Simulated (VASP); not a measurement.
# Ti8O17 (a cell with a defect) in VASP: single point with PBE

Aim: the single point of Ti8O17 (a cell with a defect) with PBE.

Program: VASP 6.6.1. These are calculated values, not measurements. Logs are shortened: lines on timing, memory, paths and dates and some standing lists are left out, and cuts for length are marked.

**1. The cell of the first run**

The cell holds a defect, 25 atoms: a = 6.567 Å, b = 6.567 Å, c = 5.927 Å, α = 90.00°, β = 90.00°, γ = 90.00°.

**2. Single point, PBE**

The input, INCAR:

```
ALGO = Normal ; EDIFF = 1E-6
ENCUT = 1000 ; GGA = PE
GGA_COMPAT = False ; ISIF = 2
ISMEAR = -1 ; LASPH = True
LCHARG = True ; LELF = True
LREAL = Auto ; LVHAR = True
LWAVE = False ; NBANDS = 117
NELM = 120 ; PREC = Accurate
SIGMA = 0.01
```

The input, KPOINTS:

```
k-points
0
Gamma
  1 1 1
```

The input, POSCAR:

```
Ti8O17
1.0
    4.6435389800      4.6435389800      0.0000000000
   -4.6435389800      4.6435389800      0.0000000000
    0.0000000000      0.0000000000      5.9273749100
Ti O
8 17
Direct
    0.0108424894      0.4869580371     -0.0323575171
    0.4958676074     -0.0010165481     -0.0317495908
    0.0067095638     -0.0008439233      0.2239113787
    0.5165171334      0.4962054884      0.2213183750
    0.0135190506      0.5033374890      0.4674172456
    0.5117053259      0.0025134674      0.4707583342
   -0.0047286715      0.0139245002      0.7100085798
    0.5126611580      0.4980396846      0.7186601302
    0.2298850058      0.4768248357      0.2928452246
    0.7149009299     -0.0000442166      0.2741443696
    0.0108240767      0.1973954115      0.0139126608
    0.5076274687      0.7072290991      0.0261316506
   -0.0797587143      0.8068488165     -0.0276875003
    0.5107076577      0.2941421871      0.0221774629
    0.3029669086      0.0156990263      0.2814926942
    0.8133391205      0.5055024194      0.2605573312
    0.2177175699      0.4910183184      0.7714223064
    0.7014888512      0.0146212852      0.7671511207
   -0.0015565028      0.2034197799      0.4958853253
    0.5130223341      0.7076192847      0.5282860549
    0.0064193648      0.7941861405      0.5305629516
    0.5197087030      0.2963929673      0.5188313960
    0.2916087511      0.0053388494      0.7718263326
    0.8083949301      0.4832656937      0.7658838788
    0.1121317804      0.7574403534      0.0832934548
```

Potentials or basis: VASP PAW PBE potentials, release 64 (Ti_sv, O_h).

Launch:

```console
> cat potpaw_PBE.64/Ti_sv/POTCAR potpaw_PBE.64/O_h/POTCAR > POTCAR
> mpirun -np 1 vasp_gam > vasp.out
```

OUTCAR:

```text
EDIFF = 1E-6
   ENCUT = 1000
   GGA = PE
   ISIF = 2
   ISMEAR = -1
   LASPH = True
   LREAL = Auto
   NELM = 120
   PREC = Accurate

 ion  position               nearest neighbor table
   1  0.011  0.487  0.968-  24 1.79  17 1.79  11 1.92  25 2.02  16 2.17  13 2.18
   2  0.496  0.999  0.968-  23 1.78  18 1.80  12 1.95  14 1.97
   3  0.007  0.999  0.224-  11 1.80  25 1.92  10 1.94  15 1.98  13 2.04  19 2.10   7 2.88
   4  0.517  0.496  0.221-  14 1.78  12 1.81   9 1.93  16 1.96  22 2.20
   5  0.014  0.503  0.467-   9 1.77  16 1.80  21 1.95  19 1.98
   6  0.512  0.003  0.471-  10 1.77  15 1.77  22 1.95  20 1.97  18 2.16
   7  0.995  0.014  0.710-  19 1.78  21 1.79  18 1.96  23 1.98  13 2.12  11 2.17   3 2.88
   8  0.513  0.498  0.719-  22 1.78  20 1.78  17 1.96  24 1.96
   9  0.230  0.477  0.293-   5 1.77   4 1.93
  10  0.715  1.000  0.274-   6 1.77   3 1.94
  11  0.011  0.197  0.014-   3 1.80   1 1.92   7 2.17
  12  0.508  0.707  0.026-   4 1.81   2 1.95
  13  0.920  0.807  0.972-  25 1.46   3 2.04   7 2.12   1 2.18
  14  0.511  0.294  0.022-   4 1.78   2 1.97
  15  0.303  0.016  0.281-   6 1.77   3 1.98
  16  0.813  0.506  0.261-   5 1.80   4 1.96   1 2.17
  17  0.218  0.491  0.771-   1 1.79   8 1.96
  18  0.701  0.015  0.767-   2 1.80   7 1.96   6 2.16
  19  0.998  0.203  0.496-   7 1.78   5 1.98   3 2.10
  20  0.513  0.708  0.528-   8 1.78   6 1.97
  21  0.006  0.794  0.531-   7 1.79   5 1.95
  22  0.520  0.296  0.519-   8 1.78   6 1.95   4 2.20
  23  0.292  0.005  0.772-   2 1.78   7 1.98
  24  0.808  0.483  0.766-   1 1.79   8 1.96
  25  0.112  0.757  0.083-  13 1.46   3 1.92   1 2.02

  LATTYP: Found a simple tetragonal cell.
 ALAT       =     6.5669558029
 C/A-ratio  =     0.9026061828

  Lattice vectors:

 A1 = (   4.6435389800,   4.6435389800,   0.0000000000)
 A2 = (  -4.6435389800,   4.6435389800,   0.0000000000)
 A3 = (   0.0000000000,   0.0000000000,   5.9273749100)

Analysis of symmetry for initial positions (statically):
=====================================================================
 Subroutine PRICEL returns:
 Original cell was already a primitive cell.

 Routine SETGRP: Setting up the symmetry group for a
 simple tetragonal supercell.

 Subroutine GETGRP returns: Found  1 space group operations
 (whereof  1 operations were pure point group operations)
 out of a pool of 16 trial point group operations.

The static configuration has the point symmetry C_1 .

[... 137 lines left out ...]
   NSW    =      0    number of steps for IOM
   IBRION =     -1    ionic relax: 0-MD 1-quasi-New 2-CG
   NFREE  =      0    steps in history (QN), initial steepest desc. (CG)
   ISIF   =      2    stress and relaxation
   ISYM   =      2    0-nonsym 1-usesym 2-fastsym
   POTIM  = 0.5000    time-step for ionic-motion
   TEBEG  =    0.0;   TEEND  =   0.0 temperature during run
   PSTRESS=    0.0 pullay stress
   NELECT =     198.0000    total number of electrons
   NUPDOWN=      -1.0000    fix difference up-down
   EMIN   =  10.00;   EMAX   =-10.00  energy-range for DOS
   EFERMI =   0.00;   METHOD = LEGACY
   ISMEAR =    -1;   SIGMA  =   0.01  broadening in eV -4-tet -1-fermi 0-gaus
   EFERMI_NEDOS =   21; number of points for ismear=-14 and -15
   IALGO  =     38    algorithm
   IMIX   =      4    mixing-type and parameters
     AMIX     =   0.40;   BMIX     =  1.00
     AMIX_MAG =   1.60;   BMIX_MAG =  1.00
  volume/ion in A,a.u.               =      10.22        69.00
  Fermi-wavevector in a.u.,A,eV,Ry     =   1.503487  2.841179 30.755608  2.260473
  Thomas-Fermi vector in A             =   2.614591
   LORBIT       =      0    0 simple, 1 ext, 2 COOP (PROOUT), +10 PAW based schemes
   GGA     = PE    functional components
   LHFCALC =     F    Hartree Fock is set to
   AEXX    =    0.0000 exact exchange contribution
   IVDW    =     0    specifies the selected vdW correction
   LEPSILON=     F    determine dielectric tensor
   LRPA    =     F    only Hartree local field effects (RPA)
 non-spin polarized calculation
  energy-cutoff  :     1000.00
  volume of cell :      255.62
 maximum number of plane-waves:      9178
 NGX is ok and might be reduce to    70
   NGX = 33   NGY = 33   NGZ = 31

 number of electron     197.9999996 magnetization

 Free energy of the ion-electron system (eV)
  ---------------------------------------------------
  ext. energy  EPLUGINS =         0.00000000
  ---------------------------------------------------
  free energy    TOTEN  =      -216.76002190 eV

  energy without entropy =     -216.76002190  energy(sigma->0) =     -216.76002190

 E-fermi :   5.5384     XC(G=0): -11.4361

 val. band max:        5.2236971907   @ k =   0.0000   0.0000   0.0000
 cond. band min:       7.7574211488   @ k =   0.0000   0.0000   0.0000
 fundamental gap:      2.5337239581
 Fermi energy:         5.5384413862

 k-point     1 :       0.0000    0.0000    0.0000
  band No.  band energies     occupation
      1     -51.4021      2.00000
      2     -51.2348      2.00000
      3     -51.1046      2.00000
      4     -51.0972      2.00000
      5     -51.0697      2.00000
      6     -51.0524      2.00000
[... 103 lines left out ...]
    110       8.8964      0.00000
    111       8.9724      0.00000
 [bands above 111 left out]

------------------------ aborting loop because EDIFF is reached ----------------------------------------

  FORCE on cell =-STRESS in cart. coord.  units (eV):
  Direction    XX          YY          ZZ          XY          YZ          ZX
  --------------------------------------------------------------------------------------
  -------------------------------------------------------------------------------------
  Total       15.9741956     14.2962783     27.4232365     -2.9099208      0.8869284      3.1957061
  in kB      100.1241855     89.6072173    171.8852882    -18.2390059      5.5591521     20.0302712
  external PRESSURE =     120.5388970 kB  Pullay stress =       0.0000000 kB

 VOLUME and BASIS-vectors are now :
 -----------------------------------------------------------------------------
  energy-cutoff  :     1000.00
  volume of cell :      255.62
      direct lattice vectors                 reciprocal lattice vectors
     4.643538980  4.643538980  0.000000000     0.107676495  0.107676495  0.000000000
    -4.643538980  4.643538980  0.000000000    -0.107676495  0.107676495  0.000000000
     0.000000000  0.000000000  5.927374910     0.000000000  0.000000000  0.168708748

 POSITION                                       TOTAL-FORCE (eV/Angst)
 -----------------------------------------------------------------------------------
     -2.21086      2.31156      5.73558         0.015382      0.006224      0.068959
     -2.33624      6.94140      5.73918         0.025004      0.020785      0.078922
     -4.60846      4.67078      1.32721        -0.007870     -0.001269      0.079502
      0.09432      4.70262      1.31184        -0.009605      0.017466      0.062576
     -2.27449      2.40004      2.77056        -0.010899     -0.001010      0.078457
      2.36445      2.38780      2.79036        -0.001718     -0.005230      0.062189
[... 17 lines left out ...]
      1.50975      5.99788      4.53968        -0.014395     -0.015902     -0.042577
     -2.99652      4.03789      0.49371         0.099815      0.045051      0.021668
 -----------------------------------------------------------------------------------
    total drift:                                0.015885      0.012538      0.008542

  FREE ENERGIE OF THE ION-ELECTRON SYSTEM (eV)
  ---------------------------------------------------
  free  energy   TOTEN  =      -216.7600218967 eV

  energy  without entropy=     -216.7600218967  energy(sigma->0) =     -216.76002190
```

OSZICAR:

```text
N       E                     dE             d eps       ncg     rms          rms(c)
DAV:   1     0.514105388189E+04    0.51411E+04   -0.16351E+05   234   0.341E+03
DAV:   2     0.122333100629E+04   -0.39177E+04   -0.38161E+04   242   0.938E+02
DAV:   3     0.298775872715E+02   -0.11935E+04   -0.11215E+04   319   0.378E+02
[... 12 lines left out ...]
DAV:  16    -0.216760021756E+03    0.13132E-04   -0.10873E-04   348   0.576E-02    0.200E-02
DAV:  17    -0.216760020096E+03    0.16598E-05   -0.41637E-05   340   0.299E-02    0.987E-03
DAV:  18    -0.216760020546E+03   -0.44966E-06   -0.10339E-05   300   0.151E-02    0.684E-03
DAV:  19    -0.216760021594E+03   -0.10476E-05   -0.57450E-06   244   0.104E-02    0.448E-03
DAV:  20    -0.216760021897E+03   -0.30293E-06   -0.23372E-06   188   0.700E-03
   1 F= -.21676002E+03 E0= -.21676002E+03  d E =-.138468E-13
```

stdout:

```text
POSCAR found type information on POSCAR TiO
 POSCAR found :  2 types and      25 ions
 scaLAPACK will be used
 LDA part: xc-table for (Slater+PW92), standard interpolation
 POSCAR, INCAR and KPOINTS ok, starting setup
 FFT: planning ... GRIDC
 FFT: planning ... GRID_SOFT
 FFT: planning ... GRID
 WAVECAR not read
 entering main loop
```

It took 4 min on 1 thread of Intel Xeon Platinum 8259CL at 2.50GHz (Skylake/Cascade Lake), shared host; peak memory 0.59 GiB.

What came out:

```yaml
Free_energy: -216.7600 eV
Pressure: 12.1 GPa
Largest_force: 0.112 eV/Å
```

Forces on the atoms (eV/Å):
```
Ti   0.015  0.006  0.069
Ti   0.025  0.021  0.079
Ti  -0.008 -0.001  0.080
Ti  -0.010  0.017  0.063
Ti  -0.011 -0.001  0.078
Ti  -0.002 -0.005  0.062
Ti  -0.004 -0.020  0.058
Ti  -0.011  0.005  0.074
O    0.025  0.008 -0.033
O    0.002  0.005 -0.037
O   -0.012  0.015 -0.032
O   -0.007  0.006 -0.033
O   -0.062 -0.062 -0.057
O    0.011 -0.014 -0.038
O   -0.019 -0.013 -0.032
O   -0.015 -0.014 -0.032
O    0.014  0.010 -0.036
O    0.006  0.018 -0.031
O   -0.020  0.017 -0.037
O   -0.014  0.011 -0.040
O    0.007 -0.007 -0.026
O    0.019 -0.014 -0.038
O   -0.016 -0.017 -0.040
O   -0.014 -0.016 -0.043
O    0.100  0.045  0.022
```

Stress tensor (GPa, compression positive):
```
10.01 -1.82  2.00
-1.82  8.96  0.56
 2.00  0.56 17.19
```

Levels at points of the mesh, in eV from the Fermi level:
```tsv
k point	band 95	band 96	band 97	band 98	band 99	band 100	band 101	band 102	band 103	band 104
(0.00, 0.00, 0.00)	-1.08	-0.86	-0.85	-0.51	-0.31	2.22	2.40	2.72	2.88	2.93
```

Caveat: the k points lie up to 1.06 Å⁻¹ apart, too coarse for converged energies, forces and pressures.
